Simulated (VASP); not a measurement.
# P in VASP: single point with PBE

Aim: the single point of P with PBE.

Program: VASP 6.6.1. These are calculated values, not measurements. Logs are shortened: lines on timing, memory, paths and dates and some standing lists are left out, and cuts for length are marked.

**1. The cell of the first run**

The cell holds a slab with vacuum, 8 atoms: a = 3.303 Å, b = 4.635 Å, c = 69.726 Å, α = 90.00°, β = 90.00°, γ = 90.00°.

**2. Single point, PBE**

INCAR

```
  PREC = Accurate
  ENCUT = 500
  EDIFF = 1E-6
  ISMEAR = 0
  SIGMA = 0.05
  LREAL = False
  LASPH = True
  NELM = 120
  ALGO = Normal
  ISIF = 2
  LWAVE = False
  LCHARG = False
  GGA = PE
  NBANDS = 30
  GGA_COMPAT = False
```

KPOINTS

```
Automatic mesh
0
Gamma
  8 6 1
```

POSCAR

```
P
1.0
   -3.3031195057      0.0000000000      0.0000000000
    0.0000000000      0.0000000000     -4.6349694114
    0.0000000000    -69.7259312307      0.0000000000
P
8
Direct
    0.0000000000      0.3784900083      0.0150961562
    0.0000000000      0.4432153527      0.5150951406
    0.0000000000      0.6215099917      0.4849038438
    0.0000000000      0.5567846473      0.9849048594
    0.5000000000      0.9432153527      0.4849048594
    0.5000000000      0.8784900083      0.9849038438
    0.5000000000      0.0567846473      0.0150951406
    0.5000000000      0.1215099917      0.5150961562
```

Potentials or basis: VASP PAW PBE potentials, release 64 (P).

Run with:

```
> cat potpaw_PBE.64/P/POTCAR > POTCAR
> mpirun -np 1 vasp_std > vasp.out
```

OUTCAR:

```text
PREC = Accurate
   ENCUT = 500
   EDIFF = 1E-6
   ISMEAR = 0
   LREAL = False
   LASPH = True
   NELM = 120
   ISIF = 2
   GGA = PE

 ion  position               nearest neighbor table
   1  0.000  0.378  0.015-   7 2.23   7 2.23   4 2.26
   2  0.000  0.443  0.515-   8 2.23   8 2.23   3 2.26
   3  0.000  0.622  0.485-   5 2.23   5 2.23   2 2.26
   4  0.000  0.557  0.985-   6 2.23   6 2.23   1 2.26
   5  0.500  0.943  0.485-   3 2.23   3 2.23   8 2.26
   6  0.500  0.878  0.985-   4 2.23   4 2.23   7 2.26
   7  0.500  0.057  0.015-   1 2.23   1 2.23   6 2.26
   8  0.500  0.122  0.515-   2 2.23   2 2.23   5 2.26

  LATTYP: Found a simple orthorhombic cell.
 ALAT       =     3.3031195057
 B/A-ratio  =     1.4032097244
 C/A-ratio  =    21.1091155226

  Lattice vectors:

 A1 = (  -3.3031195057,   0.0000000000,   0.0000000000)
 A2 = (   0.0000000000,   0.0000000000,  -4.6349694114)
 A3 = (   0.0000000000, -69.7259312307,   0.0000000000)

Analysis of symmetry for initial positions (statically):
=====================================================================
 Subroutine PRICEL returns:
 Original cell was already a primitive cell.

 Routine SETGRP: Setting up the symmetry group for a
 simple orthorhombic supercell.

 Subroutine GETGRP returns: Found  8 space group operations
 (whereof  2 operations were pure point group operations)
 out of a pool of  8 trial point group operations.

The static configuration has the point symmetry C_1h.
 The point group associated with its full space group is D_2h.

Analysis of symmetry for dynamics (positions and initial velocities):
=====================================================================
 Subroutine PRICEL returns:
 Original cell was already a primitive cell.

 Routine SETGRP: Setting up the symmetry group for a
 simple orthorhombic supercell.

 Subroutine GETGRP returns: Found  8 space group operations
 (whereof  2 operations were pure point group operations)
 out of a pool of  8 trial point group operations.

The dynamic configuration has the point symmetry C_1h.
 The point group associated with its full space group is D_2h.

 Subroutine INISYM returns: Found  8 space group operations
 (whereof  2 operations are pure point group operations),
 and found     1 'primitive' translations

----------------------------------------------------------------------------------------

                                     Primitive cell

  volume of cell :    1067.4941

  direct lattice vectors                    reciprocal lattice vectors
    -3.303119506  0.000000000  0.000000000    -0.302744118  0.000000000  0.000000000
     0.000000000  0.000000000 -4.634969411     0.000000000  0.000000000 -0.215751154
     0.000000000-69.725931231  0.000000000     0.000000000 -0.014341867  0.000000000

  length of vectors
     3.303119506  4.634969411 69.725931231     0.302744118  0.215751154  0.014341867

  position of ions in fractional coordinates (direct lattice)
     0.000000000  0.378490008  0.015096156
     0.000000000  0.443215353  0.515095141
     0.000000000  0.621509992  0.484903844
     0.000000000  0.556784647  0.984904859
     0.500000000  0.943215353  0.484904859
     0.500000000  0.878490008  0.984903844
     0.500000000  0.056784647  0.015095141
     0.500000000  0.121509992  0.515096156

  ion indices of the primitive-cell ions
   primitive index   ion index
                 1           1
                 2           2
                 3           3
                 4           4
                 5           5
                 6           6
                 7           7
                 8           8

----------------------------------------------------------------------------------------

 KPOINTS: Automatic mesh

Automatic generation of k-mesh.
 Grid dimensions read from file:
 generate k-points for:    8    6    1

 Generating k-lattice:

  Cartesian coordinates                     Fractional coordinates (reciprocal lattice)
    -0.037843015  0.000000000  0.000000000     0.125000000  0.000000000  0.000000000
     0.000000000  0.000000000 -0.035958526     0.000000000  0.166666667  0.000000000
     0.000000000 -0.014341867  0.000000000     0.000000000  0.000000000  1.000000000

  Length of vectors
     0.037843015  0.035958526  0.014341867

  Shift w.r.t. Gamma in fractional coordinates (k-lattice)
     0.000000000  0.000000000  0.000000000

 Subroutine IBZKPT returns following result:
 ===========================================

 Found     20 irreducible k-points:

 Following reciprocal coordinates:
            Coordinates               Weight
  0.000000  0.000000  0.000000      1.000000
  0.125000  0.000000  0.000000      2.000000
  0.250000  0.000000  0.000000      2.000000
  0.375000  0.000000  0.000000      2.000000
  0.500000  0.000000  0.000000      1.000000
  0.000000  0.166667  0.000000      2.000000
[... 12 lines left out ...]
  0.375000  0.500000  0.000000      2.000000
  0.500000  0.500000  0.000000      1.000000
   k-points           NKPTS =     20   k-points in BZ     NKDIM =     20   number of bands    NBANDS=     30
   number of dos      NEDOS =    301   number of ions     NIONS =      8
   total plane-waves  NPLWV = 442368
   dimension x,y,z NGX =    24 NGY =   36 NGZ =  512
   dimension x,y,z NGXF=    48 NGYF=   72 NGZF= 1024
   ions per type =               8
   NGX,Y,Z   is equivalent  to a cutoff of  12.08, 12.91, 12.21 a.u.
   NGXF,Y,Z  is equivalent  to a cutoff of  24.16, 25.82, 24.41 a.u.
 SYSTEM =  unknown system
   PREC   = accura    normal or accurate (medium, high low for compatibility)
   ISTART =      0    job   : 0-new  1-cont  2-samecut
   ICHARG =      2    charge: 1-file 2-atom 10-const
   ISPIN  =      1    spin polarized calculation?
   LNONCOLLINEAR =      F non collinear calculations
   LSORBIT =      F    spin-orbit coupling
   LASPH  =      T    aspherical Exc in radial PAW
   ENCUT  =  500.0 eV  36.75 Ry    6.06 a.u.   6.02  8.45127.13*2*pi/ulx,y,z
   NELM   =    120;   NELMIN=  2; NELMDL= -5     # of ELM steps
   EDIFF  = 0.1E-05   stopping-criterion for ELM
   LREAL  =      F    real-space projection
   EDIFFG = 0.1E-04   stopping-criterion for IOM
   NSW    =      0    number of steps for IOM
   IBRION =     -1    ionic relax: 0-MD 1-quasi-New 2-CG
   NFREE  =      0    steps in history (QN), initial steepest desc. (CG)
   ISIF   =      2    stress and relaxation
   ISYM   =      2    0-nonsym 1-usesym 2-fastsym
   POTIM  = 0.5000    time-step for ionic-motion
   TEBEG  =    0.0;   TEEND  =   0.0 temperature during run
   PSTRESS=    0.0 pullay stress
   NELECT =      40.0000    total number of electrons
   NUPDOWN=      -1.0000    fix difference up-down
   EMIN   =  10.00;   EMAX   =-10.00  energy-range for DOS
   EFERMI =   0.00;   METHOD = LEGACY
   ISMEAR =     0;   SIGMA  =   0.05  broadening in eV -4-tet -1-fermi 0-gaus
   EFERMI_NEDOS =   21; number of points for ismear=-14 and -15
   IALGO  =     38    algorithm
   IMIX   =      4    mixing-type and parameters
     AMIX     =   0.40;   BMIX     =  1.00
     AMIX_MAG =   1.60;   BMIX_MAG =  1.00
  volume/ion in A,a.u.               =     133.44       900.48
  Fermi-wavevector in a.u.,A,eV,Ry     =   0.547822  1.035234  4.083234  0.300109
  Thomas-Fermi vector in A             =   1.578242
   LORBIT       =      0    0 simple, 1 ext, 2 COOP (PROOUT), +10 PAW based schemes
   GGA     = PE    functional components
   LHFCALC =     F    Hartree Fock is set to
   AEXX    =    0.0000 exact exchange contribution
   IVDW    =     0    specifies the selected vdW correction
   LEPSILON=     F    determine dielectric tensor
   LRPA    =     F    only Hartree local field effects (RPA)
 non-spin polarized calculation
 Gauss-broadening in eV      SIGMA  =   0.05
  energy-cutoff  :      500.00
  volume of cell :     1067.49
 maximum number of plane-waves:     27232
   NGX = 13   NGY = 17   NGZ =255

 number of electron      40.0000003 magnetization

 Free energy of the ion-electron system (eV)
  ---------------------------------------------------
  ext. energy  EPLUGINS =         0.00000000
  ---------------------------------------------------
  free energy    TOTEN  =       -42.93645750 eV

  energy without entropy =      -42.93645750  energy(sigma->0) =      -42.93645750

 E-fermi :  -3.2181     XC(G=0):  -1.7615

 val. band max:       -3.4727704977   @ k =   0.0000   0.0000   0.0000
 cond. band min:      -2.5412318479   @ k =   0.0000   0.0000   0.0000
 fundamental gap:      0.9315386498
 Fermi energy:        -3.2181325549

 k-point     1 :       0.0000    0.0000    0.0000
  band No.  band energies     occupation
      1     -18.3641      2.00000
      2     -18.3641      2.00000
      3     -15.9154      2.00000
      4     -15.9154      2.00000
      5     -12.6263      2.00000
      6     -12.6263      2.00000
[... 22 lines left out ...]
     29       0.9488      0.00000
     30       0.9488      0.00000

 k-point     2 :       0.1250    0.0000    0.0000
  band No.  band energies     occupation
      1     -18.1791      2.00000
      2     -18.1791      2.00000
      3     -15.7219      2.00000
      4     -15.7219      2.00000
      5     -12.7061      2.00000
      6     -12.7061      2.00000
[... 22 lines left out ...]
     29       1.1201      0.00000
     30       1.1202      0.00000

 k-point     3 :       0.2500    0.0000    0.0000
  band No.  band energies     occupation
      1     -17.6304      2.00000
      2     -17.6304      2.00000
      3     -15.1442      2.00000
      4     -15.1442      2.00000
      5     -13.1721      2.00000
      6     -13.1721      2.00000
[... 22 lines left out ...]
     29       1.3056      0.00000
     30       1.3056      0.00000

 k-point     4 :       0.3750    0.0000    0.0000
  band No.  band energies     occupation
      1     -16.7406      2.00000
      2     -16.7406      2.00000
      3     -14.2532      2.00000
      4     -14.2532      2.00000
      5     -14.1918      2.00000
      6     -14.1918      2.00000
[... 22 lines left out ...]
     29      -0.0035      0.00000
     30      -0.0035      0.00000

 k-point     5 :       0.5000    0.0000    0.0000
  band No.  band energies     occupation
      1     -15.5656      2.00000
      2     -15.5656      2.00000
      3     -15.5656      2.00000
      4     -15.5656      2.00000
      5     -12.8857      2.00000
      6     -12.8857      2.00000
[... 22 lines left out ...]
     29       0.2770      0.00000
     30       0.2770      0.00000
[... 394 lines left out ...]
     29       0.5276      0.00000
     30       0.5276      0.00000

 k-point    18 :       0.2500    0.5000    0.0000
  band No.  band energies     occupation
      1     -16.5749      2.00000
      2     -16.5749      2.00000
      3     -16.5749      2.00000
      4     -16.5749      2.00000
      5     -11.7938      2.00000
      6     -11.7938      2.00000
[... 22 lines left out ...]
     29       2.0932      0.00000
     30       2.0932      0.00000

 k-point    19 :       0.3750    0.5000    0.0000
  band No.  band energies     occupation
      1     -15.7933      2.00000
      2     -15.7933      2.00000
      3     -15.7933      2.00000
      4     -15.7933      2.00000
      5     -12.5414      2.00000
      6     -12.5414      2.00000
[... 22 lines left out ...]
     29       2.2456      0.00000
     30       2.2456      0.00000

 k-point    20 :       0.5000    0.5000    0.0000
  band No.  band energies     occupation
      1     -15.2262      2.00000
      2     -15.2262      2.00000
      3     -15.2262      2.00000
      4     -15.2262      2.00000
      5     -13.2435      2.00000
      6     -13.2435      2.00000
[... 22 lines left out ...]
     29       1.8349      0.00000
     30       1.8349      0.00000

------------------------ aborting loop because EDIFF is reached ----------------------------------------

  FORCE on cell =-STRESS in cart. coord.  units (eV):
  Direction    XX          YY          ZZ          XY          YZ          ZX
  --------------------------------------------------------------------------------------
  -------------------------------------------------------------------------------------
  Total       -0.3411229     -0.3235132     -0.4434112      0.0000000      0.0000000      0.0000000
  in kB       -0.5119835     -0.4855535     -0.6655057      0.0000000      0.0000000      0.0000000
  external PRESSURE =      -0.5543475 kB  Pullay stress =       0.0000000 kB

 VOLUME and BASIS-vectors are now :
 -----------------------------------------------------------------------------
  energy-cutoff  :      500.00
  volume of cell :     1067.49
      direct lattice vectors                 reciprocal lattice vectors
    -3.303119506  0.000000000  0.000000000    -0.302744118  0.000000000  0.000000000
     0.000000000  0.000000000 -4.634969411     0.000000000  0.000000000 -0.215751154
     0.000000000-69.725931231  0.000000000     0.000000000 -0.014341867  0.000000000

 POSITION                                       TOTAL-FORCE (eV/Angst)
 -----------------------------------------------------------------------------------
      0.00000     -1.05259     -1.75429         0.000000      0.034749      0.035385
      0.00000    -35.91549     -2.05429         0.000000      0.034610      0.035379
      0.00000    -33.81037     -2.88068        -0.000000     -0.034749     -0.035385
      0.00000    -68.67341     -2.58068        -0.000000     -0.034610     -0.035379
     -1.65156    -33.81044     -4.37177        -0.000000     -0.034610      0.035379
     -1.65156    -68.67334     -4.07177        -0.000000     -0.034749      0.035385
     -1.65156     -1.05252     -0.26320        -0.000000      0.034610     -0.035379
     -1.65156    -35.91556     -0.56320        -0.000000      0.034749     -0.035385
 -----------------------------------------------------------------------------------
    total drift:                                0.000000     -0.000000     -0.000000

  FREE ENERGIE OF THE ION-ELECTRON SYSTEM (eV)
  ---------------------------------------------------
  free  energy   TOTEN  =       -42.9364574960 eV

  energy  without entropy=      -42.9364574960  energy(sigma->0) =      -42.93645750
```

Run time: 17 min. Hardware: 1 thread of Intel Xeon 8259CL, shared host; peak memory 1.1 GiB.

Results:

```
Free energy            : -42.9365 eV
Largest force          : 0.050 eV/Å
Band gap on the k mesh : 0.93 eV
```

Forces in eV/Å, atoms in the order of the input:
```
P    0.000  0.035  0.035
P    0.000  0.035  0.035
P    0.000 -0.035 -0.035
P    0.000 -0.035 -0.035
P    0.000 -0.035  0.035
P    0.000 -0.035  0.035
P    0.000  0.035 -0.035
P    0.000  0.035 -0.035
```

Levels at points of the mesh, in eV from the valence-band top:
| k point | band 17 | band 18 | band 19 | band 20 | band 21 | band 22 | band 23 | band 24 |
| --- | --- | --- | --- | --- | --- | --- | --- | --- |
| (0.00, 0.00, 0.00) | -1.63 | -1.63 | 0.00 | 0.00 | 0.93 | 0.93 | 1.68 | 1.68 |
| (0.50, 0.00, 0.00) | -1.92 | -1.92 | -1.92 | -1.92 | 1.25 | 1.25 | 1.25 | 1.25 |
| (0.00, 0.50, 0.00) | -1.27 | -1.27 | -1.27 | -1.27 | 2.12 | 2.12 | 2.12 | 2.12 |
| (0.50, 0.50, 0.00) | -1.09 | -1.09 | -1.09 | -1.09 | 2.41 | 2.41 | 2.41 | 2.41 |

Caveat: there is no dipole correction, which matters where the two faces differ.
